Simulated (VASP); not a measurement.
# Al (Fm-3m) in VASP: further runs

Runs on Al. Level: LDA. Tasks: single point.

All numbers are computed with VASP 6.6.1; they aren't measurements. Logs are shortened: lines on timing, memory, paths and dates and some standing lists are left out, and cuts for length are marked.

## 1. The cell of the first run

The structure is cubic, space group Fm-3m (No. 225). The conventional cell has a = 3.860 Å, b = 3.860 Å, c = 3.860 Å, α = 90.00°, β = 90.00°, γ = 90.00°. Al (site symmetry m-3m) has 12 Al at 2.73 Å within 3.6 Å.

## 2. Single point, LDA (volume scaled by 0.91)

INCAR

```
PREC     = Accurate       # precision mode
ENCUT    = 500            # plane-wave cutoff, eV
EDIFF    = 1E-6           # SCF threshold, eV
ISMEAR   = 0              # smearing method
SIGMA    = 0.1            # smearing width, eV
LREAL    = False          # projectors in reciprocal space
LASPH    = True           # aspherical terms in the spheres
NELM     = 120            # most SCF steps
ALGO     = Normal         # electronic algorithm
ISIF     = 2              # what is computed and relaxed
LWAVE    = False          # write WAVECAR
LCHARG   = False          # write CHGCAR
NBANDS   = 8              # bands
GGA_COMPAT= False
```

KPOINTS

```
Automatic mesh
0
Gamma
  18 18 18
```

POSCAR

```
Al
1.0
    0.0000000000      1.9301562192      1.9301562192
    1.9301562192      0.0000000000      1.9301562192
    1.9301562192      1.9301562192      0.0000000000
Al
1
Direct
    0.0000000000      0.0000000000      0.0000000000
```

Potentials or basis: VASP PAW LDA potentials, release 64 (Al).

Command:

```bash
cat potpaw_LDA.64/Al/POTCAR > POTCAR
mpirun -np 1 vasp_std > vasp.out
```

OUTCAR:

```text
PREC = Accurate
   ENCUT = 500
   EDIFF = 1E-6
   ISMEAR = 0
   LREAL = False
   LASPH = True
   NELM = 120
   ISIF = 2

 ion  position               nearest neighbor table
   1  0.000  0.000  0.000-

  LATTYP: Found a face centered cubic cell.
 ALAT       =     3.8603124384

  Lattice vectors:

 A1 = (   0.0000000000,   1.9301562192,   1.9301562192)
 A2 = (   1.9301562192,   0.0000000000,   1.9301562192)
 A3 = (   1.9301562192,   1.9301562192,   0.0000000000)

Analysis of symmetry for initial positions (statically):
=====================================================================
 Subroutine PRICEL returns:
 Original cell was already a primitive cell.

 Routine SETGRP: Setting up the symmetry group for a
 face centered cubic supercell.

 Subroutine GETGRP returns: Found 48 space group operations
 (whereof 48 operations were pure point group operations)
 out of a pool of 48 trial point group operations.

The static configuration has the point symmetry O_h .

Analysis of symmetry for dynamics (positions and initial velocities):
=====================================================================
 Subroutine PRICEL returns:
 Original cell was already a primitive cell.

 Routine SETGRP: Setting up the symmetry group for a
 face centered cubic supercell.

 Subroutine GETGRP returns: Found 48 space group operations
 (whereof 48 operations were pure point group operations)
 out of a pool of 48 trial point group operations.

The dynamic configuration has the point symmetry O_h .

 Subroutine INISYM returns: Found 48 space group operations
 (whereof 48 operations are pure point group operations),
 and found     1 'primitive' translations

----------------------------------------------------------------------------------------

                                     Primitive cell

  volume of cell :      14.3816

  direct lattice vectors                    reciprocal lattice vectors
     0.000000000  1.930156219  1.930156219    -0.259046390  0.259046390  0.259046390
     1.930156219  0.000000000  1.930156219     0.259046390 -0.259046390  0.259046390
     1.930156219  1.930156219  0.000000000     0.259046390  0.259046390 -0.259046390

  length of vectors
     2.729653103  2.729653103  2.729653103     0.448681508  0.448681508  0.448681508

  position of ions in fractional coordinates (direct lattice)
     0.000000000  0.000000000  0.000000000

  ion indices of the primitive-cell ions
   primitive index   ion index
                 1           1

----------------------------------------------------------------------------------------

 KPOINTS: Automatic mesh

Automatic generation of k-mesh.
 Grid dimensions read from file:
 generate k-points for:   18   18   18

 Generating k-lattice:

  Cartesian coordinates                     Fractional coordinates (reciprocal lattice)
    -0.014391466  0.014391466  0.014391466     0.055555556  0.000000000  0.000000000
     0.014391466 -0.014391466  0.014391466     0.000000000  0.055555556  0.000000000
     0.014391466  0.014391466 -0.014391466     0.000000000  0.000000000  0.055555556

  Length of vectors
     0.024926750  0.024926750  0.024926750

  Shift w.r.t. Gamma in fractional coordinates (k-lattice)
     0.000000000  0.000000000  0.000000000

 Subroutine IBZKPT returns following result:
 ===========================================

 Found    195 irreducible k-points:

 Following reciprocal coordinates:
            Coordinates               Weight
  0.000000  0.000000  0.000000      1.000000
  0.055556  0.000000  0.000000      8.000000
  0.111111  0.000000  0.000000      8.000000
  0.166667  0.000000  0.000000      8.000000
  0.222222  0.000000  0.000000      8.000000
  0.277778  0.000000  0.000000      8.000000
[... 16 lines left out ...]
 -0.277778  0.055556  0.000000     24.000000
 -0.222222  0.055556  0.000000     24.000000
 [... further k-points ...]
   k-points           NKPTS =    195   k-points in BZ     NKDIM =    195   number of bands    NBANDS=      8
   number of dos      NEDOS =    301   number of ions     NIONS =      1
   total plane-waves  NPLWV =   8000
   dimension x,y,z NGX =    20 NGY =   20 NGZ =   20
   dimension x,y,z NGXF=    40 NGYF=   40 NGZF=   40
   ions per type =               1
   NGX,Y,Z   is equivalent  to a cutoff of  12.18, 12.18, 12.18 a.u.
   NGXF,Y,Z  is equivalent  to a cutoff of  24.36, 24.36, 24.36 a.u.
 SYSTEM =  unknown system
   PREC   = accura    normal or accurate (medium, high low for compatibility)
   ISTART =      0    job   : 0-new  1-cont  2-samecut
   ICHARG =      2    charge: 1-file 2-atom 10-const
   ISPIN  =      1    spin polarized calculation?
   LNONCOLLINEAR =      F non collinear calculations
   LSORBIT =      F    spin-orbit coupling
   LASPH  =      T    aspherical Exc in radial PAW
   ENCUT  =  500.0 eV  36.75 Ry    6.06 a.u.   4.98  4.98  4.98*2*pi/ulx,y,z
   NELM   =    120;   NELMIN=  2; NELMDL= -5     # of ELM steps
   EDIFF  = 0.1E-05   stopping-criterion for ELM
   LREAL  =      F    real-space projection
   EDIFFG = 0.1E-04   stopping-criterion for IOM
   NSW    =      0    number of steps for IOM
   IBRION =     -1    ionic relax: 0-MD 1-quasi-New 2-CG
   NFREE  =      0    steps in history (QN), initial steepest desc. (CG)
   ISIF   =      2    stress and relaxation
   ISYM   =      2    0-nonsym 1-usesym 2-fastsym
   POTIM  = 0.5000    time-step for ionic-motion
   TEBEG  =    0.0;   TEEND  =   0.0 temperature during run
   PSTRESS=    0.0 pullay stress
   NELECT =       3.0000    total number of electrons
   NUPDOWN=      -1.0000    fix difference up-down
   EMIN   =  10.00;   EMAX   =-10.00  energy-range for DOS
   EFERMI =   0.00;   METHOD = LEGACY
   ISMEAR =     0;   SIGMA  =   0.10  broadening in eV -4-tet -1-fermi 0-gaus
   EFERMI_NEDOS =   21; number of points for ismear=-14 and -15
   IALGO  =     38    algorithm
   IMIX   =      4    mixing-type and parameters
     AMIX     =   0.40;   BMIX     =  1.00
     AMIX_MAG =   1.60;   BMIX_MAG =  1.00
  volume/ion in A,a.u.               =      14.38        97.05
  Fermi-wavevector in a.u.,A,eV,Ry     =   0.970911  1.834756 12.825781  0.942668
  Thomas-Fermi vector in A             =   2.101085
   LORBIT       =      0    0 simple, 1 ext, 2 COOP (PROOUT), +10 PAW based schemes
   GGA     = CA    functional components
   LHFCALC =     F    Hartree Fock is set to
   AEXX    =    0.0000 exact exchange contribution
   IVDW    =     0    specifies the selected vdW correction
   LEPSILON=     F    determine dielectric tensor
   LRPA    =     F    only Hartree local field effects (RPA)
 non-spin polarized calculation
 Gauss-broadening in eV      SIGMA  =   0.10
  energy-cutoff  :      500.00
  volume of cell :       14.38
 maximum number of plane-waves:       375
   NGX =  9   NGY =  9   NGZ =  9

 number of electron       3.0000000 magnetization

 Free energy of the ion-electron system (eV)
  ---------------------------------------------------
  ext. energy  EPLUGINS =         0.00000000
  ---------------------------------------------------
  free energy    TOTEN  =        -4.14983028 eV

  energy without entropy =       -4.14738879  energy(sigma->0) =       -4.14860953

 E-fermi :   9.2898     XC(G=0): -10.8618

 val. band max:        9.2681304007   @ k =   0.5000   0.4444   0.0556
 cond. band min:       9.2927755265   @ k =  -0.3333   0.4444   0.1111
 fundamental gap:      0.0246451258
 Fermi energy:         9.2898111851

 k-point     1 :       0.0000    0.0000    0.0000
  band No.  band energies     occupation
      1      -2.7857      2.00000
      2      22.6355      0.00000
      3      22.6355      0.00000
      4      22.6355      0.00000
      5      25.0731      0.00000
      6      25.0731      0.00000
      7      25.0731      0.00000
      8      26.9399      0.00000

 k-point     2 :       0.0556    0.0000    0.0000
  band No.  band energies     occupation
      1      -2.6940      2.00000
      2      21.1731      0.00000
      3      22.4104      0.00000
      4      22.4104      0.00000
      5      25.4444      0.00000
      6      25.4444      0.00000
      7      25.4916      0.00000
      8      27.9240      0.00000

 k-point     3 :       0.1111    0.0000    0.0000
  band No.  band energies     occupation
      1      -2.4195      2.00000
      2      18.8295      0.00000
      3      21.9697      0.00000
      4      21.9697      0.00000
      5      25.4632      0.00000
      6      26.3054      0.00000
      7      26.3054      0.00000
      8      28.4489      0.00000

 k-point     4 :       0.1667    0.0000    0.0000
  band No.  band energies     occupation
      1      -1.9633      2.00000
      2      16.4372      0.00000
      3      21.5489      0.00000
      4      21.5489      0.00000
      5      25.2468      0.00000
      6      26.8824      0.00000
      7      26.8824      0.00000
      8      27.7928      0.00000

 k-point     5 :       0.2222    0.0000    0.0000
  band No.  band energies     occupation
      1      -1.3275      2.00000
      2      14.1178      0.00000
      3      21.2273      0.00000
      4      21.2273      0.00000
      5      25.0348      0.00000
      6      25.8485      0.00000
      7      25.8485      0.00000
      8      28.9835      0.00000
[... 177 lines left out ...]
 k-point    22 :      -0.3333    0.0556    0.0000
  band No.  band energies     occupation
      1       0.9161      2.00000
      2       9.2400      1.51898
      3      19.1844      0.00000
      4      22.0601      0.00000
      5      22.5726      0.00000
      6      23.9337      0.00000
      7      25.6464      0.00000
      8      28.7722      0.00000

 k-point    23 :      -0.2778    0.0556    0.0000
  band No.  band energies     occupation
      1      -0.1256      2.00000
      2      11.2681      0.00000
      3      19.2083      0.00000
      4      22.2575      0.00000
      5      23.3031      0.00000
      6      24.8423      0.00000
      7      25.6146      0.00000
      8      29.6226      0.00000

 k-point    24 :      -0.2222    0.0556    0.0000
  band No.  band energies     occupation
      1      -0.9958      2.00000
      2      13.4261      0.00000
      3      19.3824      0.00000
      4      22.4062      0.00000
      5      24.3505      0.00000
      6      25.5652      0.00000
      7      26.0153      0.00000
      8      28.3450      0.00000

 [... further k-points ...]
[... 5 lines left out ...]
  --------------------------------------------------------------------------------------
  -------------------------------------------------------------------------------------
  Total        0.8838573      0.8838573      0.8838573     -0.0000000      0.0000000      0.0000000
  in kB       98.4657906     98.4657906     98.4657906     -0.0000000      0.0000000      0.0000000
  external PRESSURE =      98.4657906 kB  Pullay stress =       0.0000000 kB

 VOLUME and BASIS-vectors are now :
 -----------------------------------------------------------------------------
  energy-cutoff  :      500.00
  volume of cell :       14.38
      direct lattice vectors                 reciprocal lattice vectors
     0.000000000  1.930156219  1.930156219    -0.259046390  0.259046390  0.259046390
     1.930156219  0.000000000  1.930156219     0.259046390 -0.259046390  0.259046390
     1.930156219  1.930156219  0.000000000     0.259046390  0.259046390 -0.259046390

 POSITION                                       TOTAL-FORCE (eV/Angst)
 -----------------------------------------------------------------------------------
      0.00000      0.00000      0.00000         0.000000      0.000000      0.000000
 -----------------------------------------------------------------------------------
    total drift:                               -0.000000     -0.000000     -0.000000

  FREE ENERGIE OF THE ION-ELECTRON SYSTEM (eV)
  ---------------------------------------------------
  free  energy   TOTEN  =        -4.1498302803 eV

  energy  without entropy=       -4.1473887877  energy(sigma->0) =       -4.14860953
```

It took 9.3 s on 1 thread of AMD EPYC 9R45 (Zen 5), shared host; peak memory 0.09 GiB.

Results:

| Quantity | Value |
| --- | --- |
| Free energy | -4.1498 eV |
| Pressure | 9.8 GPa |

Levels at points of the mesh, in eV from the Fermi level:
```tsv
k point	band 1	band 2	band 3	band 4	band 5	band 6
(0.00, 0.00, 0.00)	-12.08	13.35	13.35	13.35	15.78	15.78
(0.50, 0.00, 0.00)	-5.11	-4.58	12.08	12.08	12.78	12.78
(0.50, 0.50, 0.00)	-3.23	-1.66	5.32	6.22	6.22	10.36
```

## 3. Single point, LDA (volume scaled by 0.94)

INCAR

```
SYSTEM = Al
ALGO     = Normal         ! electronic algorithm
EDIFF    = 1E-6           ! SCF threshold, eV
ENCUT    = 500            ! plane-wave cutoff, eV
GGA      = CA             ! functional
GGA_COMPAT= .FALSE.      
ISIF     = 2              ! what is computed and relaxed
ISMEAR   = 0              ! smearing method
LASPH    = .TRUE.         ! aspherical terms in the spheres
LCHARG   = .FALSE.        ! write CHGCAR
LREAL    = .FALSE.        ! projectors in reciprocal space
LWAVE    = .FALSE.        ! write WAVECAR
NBANDS   = 8              ! bands
NELM     = 120            ! most SCF steps
PREC     = Accurate       ! precision mode
SIGMA    = 0.1            ! smearing width, eV
```

KPOINTS

```
k-points
0
G
  18 18 18
  0 0 0
```

POSCAR

```
Al
1.0
    0.0000000000      1.9511378219      1.9511378219
    1.9511378219      0.0000000000      1.9511378219
    1.9511378219      1.9511378219      0.0000000000
Al
1
Direct
    0.0000000000      0.0000000000      0.0000000000
```

Potentials or basis: VASP PAW LDA potentials, release 64 (Al).

Command:

```bash
cat potpaw_LDA.64/Al/POTCAR > POTCAR
mpirun -np 1 vasp_std > vasp.out
```

Run time: 9.6 s. Hardware: 1 thread of AMD EPYC 9R45 (Zen 5), shared host; peak memory 0.09 GiB.

Results (log left out):

* Free energy: -4.1731 eV
* Pressure: 6.0 GPa

Levels at points of the mesh, in eV from the Fermi level:
```csv
k point,band 1,band 2,band 3,band 4
"(0.00, 0.00, 0.00)",-11.84,13.16,13.16,13.16
"(0.50, 0.00, 0.00)",-4.97,-4.54,11.93,11.93
"(0.50, 0.50, 0.00)",-3.15,-1.64,5.32,6.05
```

## 4. Single point, LDA (volume scaled by 0.97)

INCAR

```
SYSTEM = Al
  ALGO = Normal
  EDIFF = 1E-6
  ENCUT = 500
  GGA = CA
  GGA_COMPAT = .False.
  ISIF = 2
  ISMEAR = 0
  LASPH = .True.
  LCHARG = .False.
  LREAL = .False.
  LWAVE = .False.
  NBANDS = 8
  NELM = 120
  PREC = Accurate
  SIGMA = 0.1
```

KPOINTS

```
k-points
0
Gamma
  18 18 18
  0 0 0
```

POSCAR

```
Al
1.0
    0.0000000000      1.9716776241      1.9716776241
    1.9716776241      0.0000000000      1.9716776241
    1.9716776241      1.9716776241      0.0000000000
Al
1
Direct
    0.0000000000      0.0000000000      0.0000000000
```

Command:

```bash
cat potpaw_LDA.64/Al/POTCAR > POTCAR
mpirun -np 1 vasp_std > vasp.out
```

Wall time 9.3 s (1 thread of AMD EPYC 9R45 (Zen 5), shared host); peak memory 0.09 GiB.

Results (log left out):

```yaml
Free_energy: -4.1860 eV
Pressure: 2.8 GPa
```

Levels at points of the mesh, in eV from the Fermi level:
```csv
k point,band 1,band 2,band 3,band 4,band 5,band 6
"(0.00, 0.00, 0.00)",-11.61,12.98,12.98,12.98,14.88,14.88
"(0.50, 0.00, 0.00)",-4.84,-4.49,11.78,11.78,12.04,12.04
"(0.50, 0.50, 0.00)",-3.07,-1.63,5.31,5.89,5.89,9.68
```

## 5. The runs side by side

```csv
cell,gap on the mesh (eV),pressure (GPa)
"a = 2.730 Å, angles 60.0°, 1 atom",none,9.8
"a = 2.759 Å, angles 60.0°, 1 atom",none,6.0
"a = 2.788 Å, angles 60.0°, 1 atom",none,2.8
```

Alike in all rows: task single point; level LDA; potentials or basis VASP PAW LDA potentials, release 64 (Al); no spin polarisation; k mesh 18 × 18 × 18; cutoff (eV) 500; smearing gaussian 0.1 eV.

Absolute energies hang on the potentials; compare differences alone.
